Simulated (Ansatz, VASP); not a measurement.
Rh: VASP beside Ansatz

```
Rh
1.0
     0.00000    1.93925    1.93925
     1.93925    0.00000    1.93925
     1.93925    1.93925    0.00000
Rh
1
Cartesian
  0.0000 0.0000 0.0000
```

Alike in both runs: task single point; functional PBEsol; k mesh 23 × 23 × 23; occupations fermi-dirac, width 0.05 eV; collinear spin.

```csv
,VASP,Ansatz
version,VASP 6.6.1,Ansatz 0.2.0
potentials or method,"VASP PAW PBE potentials, release 64 (Rh_pv), cutoff 520 eV","plane waves (420 eV) with PAW, scalar-relativistic"
valence electrons in the cell,15,17
```

```csv
,VASP,Ansatz,Ansatz less VASP
pressure (GPa),-18.7,-18.6,+0.08
net moment per atom (μB),0.00,0.00,0.000
```

VASP's potentials were made for PBE, not for PBEsol, and Ansatz warns of the same on its side. VASP's potentials hold 15 valence electrons a cell and Ansatz's 17, so a difference there can come from the potentials and not from the codes. Ansatz's warnings: seeded moment not kept.
